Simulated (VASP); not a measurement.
Wanted: the native input for a VASP 6.6.1 run.

- Task: single point
- Functional: PBEsol
- Potentials or basis: VASP PAW PBE potentials, release 64 (Al, Ga_d, N)
- Cutoff: 520 eV
- k mesh: 6 × 8 × 4
- Occupations: gaussian, width 0.05 eV
- Spin: no spin polarisation
- Dipole correction: no
- Further INCAR settings: ALGO = Normal; EDIFF = 1e-07; NBANDS = 31

The structure of Al3GaN4 lies in POSCAR:

```
Al3GaN4
1.0
    5.0434079743      0.0000000000      0.0001149899
    0.0000000000      3.1300738979      0.0000000000
   -0.0032362578      0.0000000000      5.4179919454
Al Ga N
3 1 4
Direct
    0.5002300429      0.5000000000      0.1673295662
    0.0009207031      0.5000000000      0.8348055926
    0.0010880657      0.0000000000      0.3316926346
    0.5362253044     -0.0593006862      0.6662001207
    0.1111724737      0.0000000000      0.6663292504
    0.1224543244      0.5000000000      0.1671578642
    0.6251234792      0.5000000000      0.8401923549
    0.6231881982      0.0000000000      0.3262928352
```

This cell differs from its parent crystal: all Ga atoms moved +0.263 Å, as atom 4 along Cartesian [1 -1 0].

One way to write it, as run:

INCAR

```
PREC = Accurate
ENCUT = 520
EDIFF = 1E-7
ISMEAR = 0
SIGMA = 0.05
LREAL = False
LASPH = True
NELM = 100
ALGO = Normal
ISIF = 2
LWAVE = False
LCHARG = False
GGA = PS
NBANDS = 31
```

KPOINTS

```
regular mesh
0
Gamma
  6 8 4
```

Potentials or basis: VASP PAW PBE potentials, release 64 (Al, Ga_d, N).

Command:

```bash
$ cat potpaw_PBE.64/Al/POTCAR potpaw_PBE.64/Ga_d/POTCAR potpaw_PBE.64/N/POTCAR > POTCAR
$ mpirun -np 1 vasp_std > vasp.out
```

Results of the run:

```yaml
Pressure: 2.4 GPa
Largest_force: 4.809 eV/Å
Band_gap_on_the_k_mesh: 3.32 eV
```

Caveat: the cell differs from its parent crystal (all Ga atoms moved +0.263 Å, as atom 4 along Cartesian [1 -1 0]); the stress differs along the axes, from -1 to 5 GPa; the PAW data sets were made with another functional, which shifts forces and pressure a little.

Run time: 7.8 min on 1 thread of Intel Xeon 8259CL, on a shared host, peak memory 0.35 GiB.
